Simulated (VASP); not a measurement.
Input of a VASP 6.6.1 run:

INCAR

```
PREC = Accurate
ENCUT = 600
EDIFF = 1E-6
ISMEAR = 0
SIGMA = 0.1
LREAL = False
LASPH = True
NELM = 120
ALGO = Normal
ISIF = 2
LWAVE = False
LCHARG = False
GGA = PE
NBANDS = 58
GGA_COMPAT = False
```

Contents of KPOINTS:

```
Automatic mesh
0
Gamma
  12 12 2
```

POSCAR

```
In7O
1.0
    3.3492070732      0.0000000000      0.0000000000
   -1.6746035366      2.9004984079      0.0000000000
    0.0000000000      0.0000000000     20.2990838866
In O
7 1
Direct
    0.3333333333      0.6666666667      0.0757314248
    0.6666666667      0.3333333333      0.9242685752
    0.6666666667      0.3333333333      0.6371511054
    0.0000000000      0.0000000000      0.5000000000
    0.3333333333      0.6666666667      0.3628488946
    0.6666666667      0.3333333333      0.2210373153
    0.3333333333      0.6666666667      0.7789626847
    0.0000000000      0.0000000000      0.0000000000
```

Potentials or basis: VASP PAW PBE potentials, release 64 (In_d, O).

Command:

```sh
$ cat potpaw_PBE.64/In_d/POTCAR potpaw_PBE.64/O/POTCAR > POTCAR
$ mpirun -np 1 vasp_std > vasp.out
```

(1) What does it give for the pressure?

(2) Predict the largest force.

Results:

(1) 0.0 GPa.

(2) 0.019 eV/Å.

Caveat: an odd number of electrons without spin polarisation forces a metal; a magnetic or distorted state may lie lower.
